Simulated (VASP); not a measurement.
# BN (F-43m) in VASP: vibrations by perturbation theory with LDA

Aim: the vibrations by perturbation theory of BN with LDA.

All numbers are computed with VASP 6.6.1; they aren't measurements. Logs are shortened: lines on timing, memory, paths and dates and some standing lists are left out, and cuts for length are marked.

## (1) The cell of the first run

Symmetry: F-43m, No. 216, cubic system. Conventional cell: a = 3.581 Å, b = 3.581 Å, c = 3.581 Å, α = 90.00°, β = 90.00°, γ = 90.00°. B (site symmetry -43m) has 4 N at 1.55 Å within 2.1 Å. Within 2.1 Å of N (site symmetry -43m) lie 4 B at 1.55 Å.

## (2) Vibrations by perturbation theory, LDA

Contents of INCAR:

```
SYSTEM = BN
  PREC = Accurate
  ENCUT = 600
  EDIFF = 1E-8
  ISMEAR = 0
  SIGMA = 0.01
  LREAL = .False.
  LASPH = .True.
  NELM = 120
  ALGO = Normal
  ISIF = 2
  LWAVE = .False.
  LCHARG = .False.
  IBRION = 8
  NSW = 1
  LEPSILON = .True.
  GGA_COMPAT = .False.
```

Contents of KPOINTS:

```
Automatic mesh
0
Gamma
  12 12 12
  0 0 0
```

Contents of POSCAR:

```
BN
1.0
    0.0000000000      1.7902747227      1.7902747227
    1.7902747227      0.0000000000      1.7902747227
    1.7902747227      1.7902747227      0.0000000000
B N
1 1
Direct
    0.0000000000      0.0000000000      0.0000000000
    0.7500000000      0.7500000000      0.7500000000
```

Potentials or basis: VASP PAW LDA potentials, release 64 (B, N).

Launch:

```bash
> cat potpaw_LDA.64/B/POTCAR potpaw_LDA.64/N/POTCAR > POTCAR
> mpirun -np 1 vasp_std > vasp.out
```

OUTCAR:

```text
SYSTEM = BN
   PREC = Accurate
   ENCUT = 600
   EDIFF = 1E-8
   ISMEAR = 0
   LREAL = .False.
   LASPH = .True.
   NELM = 120
   ISIF = 2
   IBRION = 8
   NSW = 1
   LEPSILON = .True.

 ion  position               nearest neighbor table
   1  0.000  0.000  0.000-   2 1.55   2 1.55   2 1.55   2 1.55
   2  0.750  0.750  0.750-   1 1.55   1 1.55   1 1.55   1 1.55

  LATTYP: Found a face centered cubic cell.
 ALAT       =     3.5805494454

  Lattice vectors:

 A1 = (   0.0000000000,   1.7902747227,   1.7902747227)
 A2 = (   1.7902747227,   0.0000000000,   1.7902747227)
 A3 = (   1.7902747227,   1.7902747227,   0.0000000000)

Analysis of symmetry for initial positions (statically):
=====================================================================
 Subroutine PRICEL returns:
 Original cell was already a primitive cell.

 Routine SETGRP: Setting up the symmetry group for a
 face centered cubic supercell.

 Subroutine GETGRP returns: Found 24 space group operations
 (whereof 24 operations were pure point group operations)
 out of a pool of 48 trial point group operations.

The static configuration has the point symmetry T_d .

Analysis of symmetry for dynamics (positions and initial velocities):
=====================================================================
 Subroutine PRICEL returns:
 Original cell was already a primitive cell.

 Routine SETGRP: Setting up the symmetry group for a
 face centered cubic supercell.

 Subroutine GETGRP returns: Found 24 space group operations
 (whereof 24 operations were pure point group operations)
 out of a pool of 48 trial point group operations.

The dynamic configuration has the point symmetry T_d .

 Subroutine INISYM returns: Found 24 space group operations
 (whereof 24 operations are pure point group operations),
 and found     1 'primitive' translations

----------------------------------------------------------------------------------------

[... 496 lines left out ...]
 MACROSCOPIC STATIC DIELECTRIC TENSOR (including local field effects in DFT)
 ------------------------------------------------------
           4.563853     0.000000    -0.000000
           0.000000     4.563853    -0.000000
           0.000000     0.000000     4.563853
 ------------------------------------------------------

 PIEZOELECTRIC TENSOR (including local field effects)  for field in x, y, z        (e  Angst)
          XX          YY          ZZ          XY          YZ          ZX
  --------------------------------------------------------------------------------
  x    -0.00000    -0.00000     0.00000     0.00000     0.73729     0.00000
  y     0.00000    -0.00000     0.00000     0.00000     0.00000     0.73729
  z    -0.00000     0.00000    -0.00000     0.73729     0.00000     0.00000

 PIEZOELECTRIC TENSOR (including local field effects)  for field in x, y, z        (C/m^2)
          XX          YY          ZZ          XY          YZ          ZX
  --------------------------------------------------------------------------------
  x    -0.00000    -0.00000     0.00000     0.00000     1.02934     0.00000
  y     0.00000    -0.00000     0.00000     0.00000     0.00000     1.02934
  z    -0.00000     0.00000    -0.00000     1.02934     0.00000     0.00000

 BORN EFFECTIVE CHARGES (including local field effects) (in |e|, cummulative output)
 ---------------------------------------------------------------------------------
 ion    1
    1     1.87297     0.00000     0.00000
    2     0.00000     1.87297     0.00000
    3     0.00000     0.00000     1.87297
 ion    2
    1    -1.87297     0.00000     0.00000
    2     0.00000    -1.87297     0.00000
    3    -0.00000    -0.00000    -1.87297

 INTERNAL STRAIN TENSOR FOR ION    2 for displacements in x,y,z  (eV/Angst):
          X           Y           Z          XY          YZ          ZX
  --------------------------------------------------------------------------------
  x     0.00000    -0.00000    -0.00000     0.00000     2.84337     0.00000
  y     0.00000     0.00000     0.00000     0.00000     0.00000     2.84337
  z    -0.00000    -0.00000     0.00000     2.84337     0.00000     0.00000

 SECOND DERIVATIVES (NOT SYMMETRIZED)
 ------------------------------------
               1X          1Y          1Z          2X          2Y          2Z
  1X   -25.712453    0.000000    0.000000   25.712453    0.000000    0.000000
  1Y     0.000000  -25.712453    0.000000    0.000000   25.712453    0.000000
  1Z     0.000000    0.000000  -25.712453    0.000000    0.000000   25.712453
  2X    25.700482    0.000000    0.000000  -25.700482    0.000000    0.000000
  2Y     0.000000   25.700482    0.000000    0.000000  -25.700482    0.000000
  2Z     0.000000    0.000000   25.700482    0.000000    0.000000  -25.700482

 Eigenvectors and eigenvalues of the dynamical matrix
 ----------------------------------------------------

   1 f  =   32.092005 THz   201.640017 2PiTHz 1070.474074 cm-1   132.721810 meV
             X         Y         Z           dx          dy          dz
      0.000000  0.000000  0.000000     0.751264    0.000000    0.000000
      2.685412  2.685412  2.685412    -0.660002    0.000000    0.000000
[... 21 lines left out ...]
   6 f/i=    0.003705 THz     0.023280 2PiTHz    0.123592 cm-1     0.015323 meV
             X         Y         Z           dx          dy          dz
      0.000000  0.000000  0.000000    -0.020363    0.179478   -0.634803
      2.685412  2.685412  2.685412    -0.023179    0.204296   -0.722581

--------------------------------------------------------------------------------------------------------

 MACROSCOPIC STATIC DIELECTRIC TENSOR IONIC CONTRIBUTION
 ------------------------------------------------------
           2.151779     0.000000     0.000000
           0.000000     2.151779     0.000000
           0.000000     0.000000     2.151779
 ------------------------------------------------------

 ELASTIC MODULI CONTR FROM IONIC RELAXATION (kBar)
 Direction    XX          YY          ZZ          XY          YZ          ZX
 --------------------------------------------------------------------------------
 XX          -0.0000     -0.0000     -0.0000      0.0000      0.0000     -0.0000
 YY          -0.0000     -0.0000     -0.0000      0.0000      0.0000      0.0000
 ZZ          -0.0000     -0.0000     -0.0000      0.0000      0.0000     -0.0000
 XY           0.0000      0.0000      0.0000    -41.3490      0.0000      0.0000
 YZ           0.0000      0.0000      0.0000      0.0000    -41.3490      0.0000
 ZX          -0.0000      0.0000     -0.0000      0.0000      0.0000    -41.3490
 --------------------------------------------------------------------------------

 PIEZOELECTRIC TENSOR IONIC CONTR  for field in x, y, z        (C/m^2)
          XX          YY          ZZ          XY          YZ          ZX
  --------------------------------------------------------------------------------
  x     0.00000     0.00000     0.00000     0.00000    -0.28067     0.00000
  y    -0.00000     0.00000    -0.00000     0.00000     0.00000    -0.28067
  z     0.00000     0.00000     0.00000    -0.28067    -0.00000    -0.00000
```

Run time: 71 s. Hardware: 1 thread of Intel Xeon 6975P-C (Granite Rapids), shared host; peak memory 0.19 GiB.

Results:

| Quantity | Value |
| --- | --- |
| Electronic dielectric tensor (diagonal) | 4.56 |
| Born charges (mean of the diagonal) | B +1.87; N -1.87 e |
| Highest phonon frequency at Γ, LO-TO splitting left out | 1070 cm⁻¹ |

Phonon frequencies in cm⁻¹ (negative: imaginary):
| q point | frequencies |
| --- | --- |
| (0.000, 0.000, 0.000) | 0 0 0 1070 1070 1070 |

Electronic dielectric tensor:
```
4.56 0.00 0.00
0.00 4.56 0.00
0.00 0.00 4.56
```

Born effective charge tensors (e):
atom 1, B
```
1.87 0.00 0.00
0.00 1.87 0.00
0.00 0.00 1.87
```
atom 2, N
```
-1.87  0.00  0.00
 0.00 -1.87  0.00
 0.00  0.00 -1.87
```
